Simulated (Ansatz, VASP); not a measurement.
**One calculation of SnO, two programs**

```
Sn O
1.0
     2.50000   -2.86000    0.00000
     2.50000    2.86000    0.00000
     0.00000    0.00000   11.45360
Sn O
4 4
Direct
  0.00001 0.99999 0.98280
  0.99999 0.00001 0.48280
  0.49987 0.50013 0.27420
  0.50013 0.49987 0.77420
  0.99999 0.49998 0.37850
  0.00001 0.50002 0.87850
  0.50002 0.00001 0.37850
  0.49998 0.99999 0.87850
```

Change from the starting cell: z stretched by +3 %, ions relaxed.

Alike in both runs: functional PBE; k mesh 8 × 8 × 3; occupations fermi-dirac, width 0.02 eV; no spin polarisation.

Ansatz relaxed the structure, and its values are those at the end. VASP's run is a single point on that final structure, the one shown.

|  | VASP | Ansatz |
| --- | --- | --- |
| version | VASP 6.6.1 | Ansatz 0.2.0 |
| potentials or method | VASP PAW PBE potentials, release 64 (Sn_d, O) | plane-wave PAW, scalar-relativistic |
| plane-wave cutoff (eV) | 520 | 420 |
| valence electrons in the cell | 80 | 80 |

|  | VASP | Ansatz | Ansatz less VASP |
| --- | --- | --- | --- |
| gap on the k mesh at the Fermi level (eV) | 0.95 | 0.95 | 0.000 |
| pressure (GPa) | 2.1 | 1.9 | -0.19 |
| rms of the force components (eV/Å) | 0.039 | 0.005 | -0.0339 |

Ansatz's warnings: stress scf threshold loose.
